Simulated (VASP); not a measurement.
Input of a VASP 6.6.1 run:

File POSCAR:

```
CsBr
1.0
    4.4073839693      0.0000000000      0.0000000000
    0.0000000000      4.4073839693      0.0000000000
    0.0000000000      0.0000000000      4.4073839693
Cs Br
1 1
Direct
    0.0000000000      0.0000000000      0.0000000000
    0.5000000000      0.5000000000      0.5000000000
```

The input INCAR.step1:

```
SYSTEM = CsBr
PREC = Accurate
ENCUT = 550
ISMEAR = 0
SIGMA = 0.02
LREAL = .FALSE.
LASPH = .TRUE.
NELM = 120
NBANDS = 15
GGA = PE
ALGO = Normal
EDIFF = 1E-5
LWAVE = .TRUE.
LCHARG = .FALSE.
GGA_COMPAT = .FALSE.
```

Contents of INCAR.step2:

```
SYSTEM = CsBr
PREC = Accurate
ENCUT = 550
EDIFF = 1E-6
ISMEAR = 0
SIGMA = 0.02
LREAL = .FALSE.
LASPH = .TRUE.
NELM = 120
ALGO = Normal
ISIF = 2
LWAVE = .FALSE.
LCHARG = .FALSE.
METAGGA = R2SCAN
LMIXTAU = .TRUE.
NBANDS = 15
ISTART = 1
GGA_COMPAT = .FALSE.
```

Contents of KPOINTS:

```
Automatic mesh
0
G
  6 6 6
  0 0 0
```

Potentials or basis: VASP PAW PBE potentials, release 64 (Cs_sv, Br).

The run is started by

```bash
$ cat potpaw_PBE.64/Cs_sv/POTCAR potpaw_PBE.64/Br/POTCAR > POTCAR
$ cp INCAR.step1 INCAR
$ mpirun -np 1 vasp_std > vasp.out
$ cp INCAR.step2 INCAR
$ mpirun -np 1 vasp_std > vasp.out
```

(1) What does it give for the pressure?

(2) What does it give for the band gap on the k mesh?

Answers

(1) -0.7 GPa.

(2) 4.93 eV (least direct gap 4.96 eV).

Caveat: the PAW data sets were made with another functional, which shifts forces and pressure a little; spin-orbit coupling is left out, which moves the levels of the heavy elements.
